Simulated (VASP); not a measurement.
# MgO (l.eA) (Fm-3m) in VASP: notebook

Runs on MgO (l.eA). Level: LDA. Tasks: single point.

Program: VASP 6.6.1. These are calculated values, not measurements. Logs are shortened: lines on timing, memory, paths and dates and some standing lists are left out, and cuts for length are marked.

## Step 1: The cell of the first run

It takes space group Fm-3m (No. 225, cubic). The conventional cell has a = 4.161 Å, b = 4.161 Å, c = 4.161 Å, α = 90.00°, β = 90.00°, γ = 90.00°. Within 2.8 Å of Mg (site symmetry m-3m) lie 6 O at 2.08 Å. Within 2.8 Å of O (site symmetry m-3m) lie 6 Mg at 2.08 Å.

## Step 2: Single point, LDA

INCAR reads:

```
PREC = Accurate ; ENCUT = 600
EDIFF = 1E-6 ; ISMEAR = 0
SIGMA = 0.1 ; LREAL = False
LASPH = True ; NELM = 120
ALGO = Normal ; ISIF = 2
LWAVE = False ; LCHARG = True
LELF = True ; LVHAR = True
NBANDS = 16 ; GGA_COMPAT = False
```

KPOINTS reads:

```
Automatic mesh
0
Gamma
  6 6 4
```

POSCAR reads:

```
MgO
1.0
    2.9420219319      0.0000000000      0.0000000000
    0.0000000000      2.9420219319      0.0000000000
    0.0000000000      0.0000000000      4.1606473400
Mg O
2 2
Direct
    0.0000000000      0.0000000000      0.0000000000
    0.5000000000      0.5000000000      0.5000000000
    0.5000000000      0.5000000000      0.0000000000
    0.0000000000      1.0000000000      0.5000000000
```

Potentials or basis: VASP PAW LDA potentials, release 64 (Mg, O).

On the command line:

```
$ cat potpaw_LDA.64/Mg/POTCAR potpaw_LDA.64/O/POTCAR > POTCAR
$ mpirun -np 1 vasp_std > vasp.out
```

OUTCAR:

```text
PREC = Accurate
   ENCUT = 600
   EDIFF = 1E-6
   ISMEAR = 0
   LREAL = False
   LASPH = True
   NELM = 120
   ISIF = 2

 ion  position               nearest neighbor table
   1  0.000  0.000  0.000-   3 2.08   3 2.08   3 2.08   3 2.08   4 2.08   4 2.08   2 2.94   2 2.94
                             2 2.94   2 2.94   2 2.94   2 2.94   2 2.94   2 2.94
   2  0.500  0.500  0.500-   4 2.08   4 2.08   4 2.08   4 2.08   3 2.08   3 2.08   1 2.94   1 2.94
                             1 2.94   1 2.94   1 2.94   1 2.94   1 2.94   1 2.94
   3  0.500  0.500  0.000-   1 2.08   1 2.08   1 2.08   1 2.08   2 2.08   2 2.08
   4  0.000  0.000  0.500-   2 2.08   2 2.08   2 2.08   2 2.08   1 2.08   1 2.08

  LATTYP: Found a simple tetragonal cell.
 ALAT       =     2.9420219319
 C/A-ratio  =     1.4142135702

  Lattice vectors:

 A1 = (   2.9420219319,   0.0000000000,   0.0000000000)
 A2 = (   0.0000000000,   2.9420219319,   0.0000000000)
 A3 = (   0.0000000000,   0.0000000000,   4.1606473400)

Analysis of symmetry for initial positions (statically):
=====================================================================
 Subroutine PRICEL returns following result:

  LATTYP: Found a face centered cubic cell.
 ALAT       =     4.1606473284

  Lattice vectors:

 A1 = (  -1.4710109659,  -1.4710109659,  -2.0803236700)
 A2 = (   1.4710109659,  -1.4710109659,  -2.0803236700)
 A3 = (   0.0000000000,  -2.9420219319,   0.0000000000)

   2 primitive cells build up your supercell.

 Routine SETGRP: Setting up the symmetry group for a
 simple tetragonal supercell.

 Subroutine GETGRP returns: Found 16 space group operations
 (whereof 16 operations were pure point group operations)
 out of a pool of 16 trial point group operations.

The static configuration has the point symmetry D_4h.

Analysis of symmetry for dynamics (positions and initial velocities):
=====================================================================
 Subroutine PRICEL returns following result:

  LATTYP: Found a face centered cubic cell.
 ALAT       =     4.1606473284

  Lattice vectors:

 A1 = (  -1.4710109659,  -1.4710109659,  -2.0803236700)
 A2 = (   1.4710109659,  -1.4710109659,  -2.0803236700)
 A3 = (   0.0000000000,  -2.9420219319,   0.0000000000)

   2 primitive cells build up your supercell.

 Routine SETGRP: Setting up the symmetry group for a
 simple tetragonal supercell.

 Subroutine GETGRP returns: Found 16 space group operations
 (whereof 16 operations were pure point group operations)
 out of a pool of 16 trial point group operations.

The dynamic configuration has the point symmetry D_4h.

 Subroutine INISYM returns: Found 16 space group operations
 (whereof 16 operations are pure point group operations),
 and found     2 'primitive' translations

----------------------------------------------------------------------------------------

                                     Primitive cell

  volume of cell :      18.0062

  direct lattice vectors                    reciprocal lattice vectors
    -1.471010966 -1.471010966 -2.080323670    -0.339902293  0.000000000 -0.240347215
     1.471010966 -1.471010966 -2.080323670     0.339902293  0.000000000 -0.240347215
     0.000000000 -2.942021932  0.000000000     0.000000000 -0.339902293  0.240347215

  length of vectors
     2.942021940  2.942021940  2.942021932     0.416293589  0.416293589  0.416293589

  position of ions in fractional coordinates (direct lattice)
     0.000000000  0.000000000  0.000000000
     0.500000000  0.500000000  0.500000000

  ion indices of the primitive-cell ions
   primitive index   ion index
                 1           1
                 2           4

----------------------------------------------------------------------------------------

 KPOINTS: Automatic mesh

Automatic generation of k-mesh.
 Grid dimensions read from file:
 generate k-points for:    6    6    4

 Generating k-lattice:

  Cartesian coordinates                     Fractional coordinates (reciprocal lattice)
     0.056650382  0.000000000  0.000000000     0.166666667  0.000000000  0.000000000
     0.000000000  0.056650382  0.000000000     0.000000000  0.166666667  0.000000000
     0.000000000  0.000000000  0.060086804     0.000000000  0.000000000  0.250000000

  Length of vectors
     0.056650382  0.056650382  0.060086804

  Shift w.r.t. Gamma in fractional coordinates (k-lattice)
     0.000000000  0.000000000  0.000000000

 Subroutine IBZKPT returns following result:
 ===========================================

 Found     30 irreducible k-points:

 Following reciprocal coordinates:
            Coordinates               Weight
  0.000000  0.000000  0.000000      1.000000
  0.166667  0.000000  0.000000      4.000000
  0.333333  0.000000  0.000000      4.000000
  0.500000  0.000000  0.000000      2.000000
  0.166667  0.166667  0.000000      4.000000
  0.333333  0.166667  0.000000      8.000000
[... 16 lines left out ...]
  0.333333  0.000000  0.500000      4.000000
  0.500000  0.000000  0.500000      2.000000
 [... further k-points ...]
   k-points           NKPTS =     30   k-points in BZ     NKDIM =     30   number of bands    NBANDS=     16
   number of dos      NEDOS =    301   number of ions     NIONS =      4
   total plane-waves  NPLWV =  20736
   dimension x,y,z NGX =    24 NGY =   24 NGZ =   36
   dimension x,y,z NGXF=    48 NGYF=   48 NGZF=   72
   ions per type =               2   2
   NGX,Y,Z   is equivalent  to a cutoff of  13.56, 13.56, 14.38 a.u.
   NGXF,Y,Z  is equivalent  to a cutoff of  27.12, 27.12, 28.77 a.u.
 SYSTEM =  unknown system
   PREC   = accura    normal or accurate (medium, high low for compatibility)
   ISTART =      0    job   : 0-new  1-cont  2-samecut
   ICHARG =      2    charge: 1-file 2-atom 10-const
   ISPIN  =      1    spin polarized calculation?
   LNONCOLLINEAR =      F non collinear calculations
   LSORBIT =      F    spin-orbit coupling
   LASPH  =      T    aspherical Exc in radial PAW
   ENCUT  =  600.0 eV  44.10 Ry    6.64 a.u.   5.88  5.88  8.31*2*pi/ulx,y,z
   NELM   =    120;   NELMIN=  2; NELMDL= -5     # of ELM steps
   EDIFF  = 0.1E-05   stopping-criterion for ELM
   LREAL  =      F    real-space projection
   EDIFFG = 0.1E-04   stopping-criterion for IOM
   NSW    =      0    number of steps for IOM
   IBRION =     -1    ionic relax: 0-MD 1-quasi-New 2-CG
   NFREE  =      0    steps in history (QN), initial steepest desc. (CG)
   ISIF   =      2    stress and relaxation
   ISYM   =      2    0-nonsym 1-usesym 2-fastsym
   POTIM  = 0.5000    time-step for ionic-motion
   TEBEG  =    0.0;   TEEND  =   0.0 temperature during run
   PSTRESS=    0.0 pullay stress
   NELECT =      16.0000    total number of electrons
   NUPDOWN=      -1.0000    fix difference up-down
   EMIN   =  10.00;   EMAX   =-10.00  energy-range for DOS
   EFERMI =   0.00;   METHOD = LEGACY
   ISMEAR =     0;   SIGMA  =   0.10  broadening in eV -4-tet -1-fermi 0-gaus
   EFERMI_NEDOS =   21; number of points for ismear=-14 and -15
   IALGO  =     38    algorithm
   IMIX   =      4    mixing-type and parameters
     AMIX     =   0.40;   BMIX     =  1.00
     AMIX_MAG =   1.60;   BMIX_MAG =  1.00
  volume/ion in A,a.u.               =       9.00        60.76
  Fermi-wavevector in a.u.,A,eV,Ry     =   1.249196  2.360638 21.231764  1.560491
  Thomas-Fermi vector in A             =   2.383248
   LORBIT       =      0    0 simple, 1 ext, 2 COOP (PROOUT), +10 PAW based schemes
   GGA     = CA    functional components
   LHFCALC =     F    Hartree Fock is set to
   AEXX    =    0.0000 exact exchange contribution
   IVDW    =     0    specifies the selected vdW correction
   LEPSILON=     F    determine dielectric tensor
   LRPA    =     F    only Hartree local field effects (RPA)
 non-spin polarized calculation
 Gauss-broadening in eV      SIGMA  =   0.10
  energy-cutoff  :      600.00
  volume of cell :       36.01
 maximum number of plane-waves:      1240
 NGX is ok and might be reduce to    24
   NGX = 11   NGY = 11   NGZ = 17

 number of electron      15.9999992 magnetization

 Free energy of the ion-electron system (eV)
  ---------------------------------------------------
  ext. energy  EPLUGINS =         0.00000000
  ---------------------------------------------------
  free energy    TOTEN  =       -26.89570523 eV

  energy without entropy =      -26.89570523  energy(sigma->0) =      -26.89570523

 E-fermi :   3.6322     XC(G=0): -11.7706

 val. band max:        3.1641119418   @ k =   0.0000   0.0000   0.0000
 cond. band min:       8.1893891216   @ k =   0.0000   0.0000   0.0000
 fundamental gap:      5.0252771798
 Fermi energy:         3.6322296182

 k-point     1 :       0.0000    0.0000    0.0000
  band No.  band energies     occupation
      1     -14.0346      2.00000
      2     -12.2995      2.00000
      3      -1.1442      2.00000
      4       1.7386      2.00000
      5       1.7386      2.00000
      6       3.1641      2.00000
[... 8 lines left out ...]
     15      18.8912      0.00000
     16      22.3582      0.00000

 k-point     2 :       0.1667    0.0000    0.0000
  band No.  band energies     occupation
      1     -13.8213      2.00000
      2     -12.2765      2.00000
      3      -0.8666      2.00000
      4       0.9478      2.00000
      5       1.8337      2.00000
      6       2.1011      2.00000
[... 8 lines left out ...]
     15      19.3681      0.00000
     16      21.8085      0.00000

 k-point     3 :       0.3333    0.0000    0.0000
  band No.  band energies     occupation
      1     -13.2757      2.00000
      2     -12.3282      2.00000
      3      -0.2409      2.00000
      4      -0.0830      2.00000
      5       0.4378      2.00000
      6       2.0959      2.00000
[... 8 lines left out ...]
     15      20.7970      0.00000
     16      21.0860      0.00000
[... 362 lines left out ...]
 k-point    23 :       0.3333    0.0000    0.5000
  band No.  band energies     occupation
      1     -12.7510      2.00000
      2     -12.7510      2.00000
      3      -1.1534      2.00000
      4      -1.1534      2.00000
      5       2.3294      2.00000
      6       2.3294      2.00000
[... 8 lines left out ...]
     15      19.8447      0.00000
     16      19.8447      0.00000

 k-point    24 :       0.5000    0.0000    0.5000
  band No.  band energies     occupation
      1     -12.5846      2.00000
      2     -12.5846      2.00000
      3      -1.7014      2.00000
      4      -1.7014      2.00000
      5       2.4550      2.00000
      6       2.4550      2.00000
[... 8 lines left out ...]
     15      19.5422      0.00000
     16      19.5422      0.00000

 [... further k-points ...]
[... 5 lines left out ...]
  --------------------------------------------------------------------------------------
  -------------------------------------------------------------------------------------
  Total       -0.4901845     -0.4901845     -0.4916663      0.0000000      0.0000000      0.0000000
  in kB      -21.8080809    -21.8080809    -21.8740064      0.0000000      0.0000000      0.0000000
  external PRESSURE =     -21.8300561 kB  Pullay stress =       0.0000000 kB

 VOLUME and BASIS-vectors are now :
 -----------------------------------------------------------------------------
  energy-cutoff  :      600.00
  volume of cell :       36.01
      direct lattice vectors                 reciprocal lattice vectors
     2.942021932  0.000000000  0.000000000     0.339902293  0.000000000  0.000000000
     0.000000000  2.942021932  0.000000000     0.000000000  0.339902293  0.000000000
     0.000000000  0.000000000  4.160647340     0.000000000  0.000000000  0.240347215

 POSITION                                       TOTAL-FORCE (eV/Angst)
 -----------------------------------------------------------------------------------
      0.00000      0.00000      0.00000        -0.000000     -0.000000     -0.000000
      1.47101      1.47101      2.08032        -0.000000     -0.000000      0.000000
      1.47101      1.47101      0.00000         0.000000      0.000000      0.000000
      0.00000      0.00000      2.08032        -0.000000     -0.000000     -0.000000
 -----------------------------------------------------------------------------------
    total drift:                                0.000000     -0.000000     -0.000000

  FREE ENERGIE OF THE ION-ELECTRON SYSTEM (eV)
  ---------------------------------------------------
  free  energy   TOTEN  =       -26.8957052348 eV

  energy  without entropy=      -26.8957052348  energy(sigma->0) =      -26.89570523
```

It took 12 s on 1 thread of AMD EPYC 7R13 (Zen 3), shared host; peak memory 0.12 GiB.

Results:

```yaml
Free_energy: -26.8957 eV
Pressure: -2.2 GPa
Band_gap_on_the_k_mesh: 5.03 eV
```

Levels at points of the mesh, in eV from the valence-band top:
| k point | band 6 | band 7 | band 8 | band 9 | band 10 | band 11 |
| --- | --- | --- | --- | --- | --- | --- |
| (0.00, 0.00, 0.00) | 0.00 | 0.00 | 0.00 | 5.03 | 8.92 | 10.11 |
| (0.50, 0.00, 0.00) | -2.13 | -0.71 | -0.71 | 9.67 | 9.67 | 11.81 |
| (0.50, 0.50, 0.00) | -1.43 | -1.43 | -1.43 | 8.92 | 8.92 | 10.11 |
| (0.00, 0.00, 0.50) | -0.78 | -0.78 | -0.78 | 8.34 | 8.34 | 11.02 |
| (0.50, 0.00, 0.50) | -0.71 | -0.71 | -0.71 | 7.97 | 7.97 | 12.82 |
| (0.50, 0.50, 0.50) | -3.13 | -1.88 | -1.88 | 11.69 | 11.69 | 11.69 |

## Step 3: Single point, LDA

INCAR reads:

```
  PREC = Accurate
  ENCUT = 600
  EDIFF = 1E-6
  ISMEAR = 0
  SIGMA = 0.02
  LREAL = F
  LASPH = T
  NELM = 120
  ALGO = Normal
  ISIF = 2
  LWAVE = F
  LCHARG = T
  GGA = CA
  LELF = T
  LVHAR = T
  NBANDS = 16
  GGA_COMPAT = F
```

KPOINTS reads:

```
Automatic mesh
0
Gamma
  8 8 6
```

POSCAR is that of step 2.

Potentials or basis: VASP PAW LDA potentials, release 64 (Mg, O).

On the command line:

```
$ cat potpaw_LDA.64/Mg/POTCAR potpaw_LDA.64/O/POTCAR > POTCAR
$ mpirun -np 1 vasp_std > vasp.out
```

Run time: 24 s. Hardware: 1 thread of AMD EPYC 7R13 (Zen 3), shared host; peak memory 0.13 GiB.

Results (log left out):

| Property | Result |
| --- | --- |
| Free energy | -26.8960 eV |
| Pressure | -2.2 GPa |
| Band gap on the k mesh | 5.03 eV |

Levels at points of the mesh, in eV from the valence-band top:
| k point | band 6 | band 7 | band 8 | band 9 | band 10 | band 11 |
| --- | --- | --- | --- | --- | --- | --- |
| (0.00, 0.00, 0.00) | 0.00 | 0.00 | 0.00 | 5.03 | 8.92 | 10.11 |
| (0.50, 0.00, 0.00) | -2.13 | -0.71 | -0.71 | 9.67 | 9.67 | 11.81 |
| (0.50, 0.50, 0.00) | -1.43 | -1.43 | -1.43 | 8.92 | 8.92 | 10.11 |
| (0.00, 0.00, 0.50) | -0.78 | -0.78 | -0.78 | 8.34 | 8.34 | 11.02 |
| (0.50, 0.00, 0.50) | -0.71 | -0.71 | -0.71 | 7.97 | 7.97 | 12.82 |
| (0.50, 0.50, 0.50) | -3.13 | -1.88 | -1.88 | 11.69 | 11.69 | 11.69 |

Expect the measured gap to be larger: semilocal functionals such as LDA lack the derivative discontinuity.

## Step 4: Single point, LDA

INCAR reads:

```
SYSTEM = MgO
  PREC = Accurate
  ENCUT = 600
  EDIFF = 1E-6
  ISMEAR = 0
  SIGMA = 0.02
  LREAL = .FALSE.
  LASPH = .TRUE.
  NELM = 120
  ALGO = Normal
  ISIF = 2
  LWAVE = .FALSE.
  LCHARG = .TRUE.
  LELF = .TRUE.
  LVHAR = .TRUE.
  NBANDS = 16
  GGA_COMPAT = .FALSE.
```

KPOINTS reads:

```
Automatic mesh
0
G
  8 8 6
  0 0 0
```

POSCAR is that of step 3.

On the command line:

```
$ cat potpaw_LDA.64/Mg/POTCAR potpaw_LDA.64/O/POTCAR > POTCAR
$ mpirun -np 1 vasp_std > vasp.out
```

Run time: 24 s. Hardware: 1 thread of AMD EPYC 7R13 (Zen 3), shared host; peak memory 0.13 GiB.

It converged, with:

```yaml
Free_energy: -26.8960 eV
Pressure: -2.2 GPa
Band_gap_on_the_k_mesh: 5.03 eV
```

Levels at points of the mesh, in eV from the valence-band top:
```
           k point  band 5  band 6  band 7  band 8  band 9  band 10  band 11  band 12
(0.00, 0.00, 0.00)   -1.43    0.00    0.00    0.00    5.03     8.92    10.11    13.28
(0.50, 0.00, 0.00)   -2.13   -2.13   -0.71   -0.71    9.67     9.67    11.81    11.81
(0.50, 0.50, 0.00)   -1.43   -1.43   -1.43   -1.43    8.92     8.92    10.11    10.11
(0.00, 0.00, 0.50)   -0.78   -0.78   -0.78   -0.78    8.34     8.34    11.02    11.02
(0.50, 0.00, 0.50)   -0.71   -0.71   -0.71   -0.71    7.97     7.97    12.82    12.82
(0.50, 0.50, 0.50)   -3.13   -3.13   -1.88   -1.88   11.69    11.69    11.69    11.69
```

Expect the measured gap to be larger: semilocal functionals such as LDA lack the derivative discontinuity.
